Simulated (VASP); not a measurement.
Set up this calculation in VASP 6.6.1, as the native input.

| Item | Value |
| --- | --- |
| Task | single point |
| Functional | PBE |
| Potentials or basis | VASP PAW PBE potentials, release 64 (Sr_sv, Mn_pv) |
| Cutoff | 520 eV |
| k mesh | 4 × 4 × 4 |
| Occupations | gaussian, width 0.1 eV |
| Spin | collinear spin, ferromagnetic start |
| Starting moments | [0.0, 3.73, 3.73, 3.73] μB |
| Dipole correction | no |
| Further INCAR settings | ALGO = Fast; EDIFF = 1e-07; NBANDS = 36 |

The structure of SrMn3 lies in POSCAR:

```
SrMn3
1.0
    4.2782647765      0.0000000000      0.0000000000
    0.0000000000      4.2782647765      0.0000000000
    0.0000000000      0.0000000000      4.2782647765
Sr Mn
1 3
Direct
    0.0000000000      0.0000000000      0.0000000000
    0.0000000000      0.5000000000      0.5000000000
    0.5000000000      0.0000000000      0.5000000000
    0.5000000000      0.5000000000      0.0000000000
```

These files were run (other wordings do the same):

INCAR

```
ALGO = Fast
EDIFF = 1E-7
ENCUT = 520
GGA = PE
ISIF = 2
ISMEAR = 0
ISPIN = 2
LASPH = True
LCHARG = False
LMAXMIX = 4
LORBIT = 11
LREAL = False
LWAVE = False
MAGMOM = 0 3.73 3.73 3.73
NBANDS = 36
NELM = 150
PREC = Accurate
SIGMA = 0.1
```

KPOINTS

```
k-points
0
Gamma
  4 4 4
```

Potentials or basis: VASP PAW PBE potentials, release 64 (Sr_sv, Mn_pv).

Run with:

```sh
$ cat potpaw_PBE.64/Sr_sv/POTCAR potpaw_PBE.64/Mn_pv/POTCAR > POTCAR
$ mpirun -np 1 vasp_std > vasp.out
```

It gave:

- Pressure: 0.1 GPa
- Net moment: 10.55 μB per cell
- Site moments: Sr -0.08; Mn +3.46 μB
- Valence electrons inside the program's atomic spheres: Sr 8.22; Mn 11.46

Caveat: the k points lie up to 0.37 Å⁻¹ apart.

Run time: 2.2 min on 1 thread of Oxide Virtual Turin-like Processor, on a shared host, peak memory 0.19 GiB.
